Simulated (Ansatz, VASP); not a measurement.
## One calculation of Sc, two programs

INCAR

```
SYSTEM = Sc
  ALGO = Fast
  EDIFF = 1E-6
  ENCUT = 520
  GGA = PE
  ISIF = 2
  ISMEAR = 0
  LASPH = .True.
  LCHARG = .True.
  LELF = .True.
  LREAL = .False.
  LVHAR = .True.
  LWAVE = .False.
  NBANDS = 18
  NELM = 100
  PREC = Accurate
  SIGMA = 0.15
```

KPOINTS

```
k-points
0
Gamma
  18 18 10
  0 0 0
```

File POSCAR:

```
Sc
1.0
    3.3087978973      0.0000000000      0.0000000000
   -1.6543989486      2.8655030350      0.0000000000
    0.0000000000      0.0000000000      5.4260400000
Sc
2
Direct
    0.3333333333      0.6666666667      0.2500000000
    0.6666666667      0.3333333333      0.7500000000
```

Input for Ansatz:

```yaml
crystal:
  lattice:
    - [3.3087978973, 0.0, 0.0]
    - [-1.6543989486, 2.865503035, 0.0]
    - [0.0, 0.0, 5.42604]
  atoms:
    - { symbol: Sc, position: [0.3333333333, 0.6666666667, 0.25] }
    - { symbol: Sc, position: [0.6666666667, 0.3333333333, 0.75] }
basis:
  ecutwfc: 420
kpoints:
  mp_grid: { grid: [18, 18, 10] }
hamiltonian:
  xc: pbe
scf:
  occupations: { method: gaussian, width: 0.15 }
output:
  forces: true
  stress: true
  eigenvalues: true
```

Change from the starting cell: strain +0.000 along x and y, +0.030 along z, atoms carried along.

Alike in both runs: task single point; functional PBE; k mesh 18 × 18 × 10; occupations gaussian, width 0.15 eV; no spin polarisation.

|  | VASP | Ansatz |
| --- | --- | --- |
| version | VASP 6.6.1 | Ansatz 0.2.0 |
| potentials or method | VASP PAW PBE potentials, release 64 (Sc_sv), cutoff 520 eV | scalar-relativistic, plane waves, PAW |
| valence electrons in the cell | 22 | 22 |

|  | VASP | Ansatz | Ansatz less VASP |
| --- | --- | --- | --- |
| gap on the k mesh at the Fermi level (eV) | none | none | - |
| pressure (GPa) | -1.9 | -2.0 | -0.04 |
| traceless stress, the component that is largest in VASP (GPa) | -2.18 | -2.18 | +0.003 |

A gap of «none» marks a metal or a gap that the smearing closes.
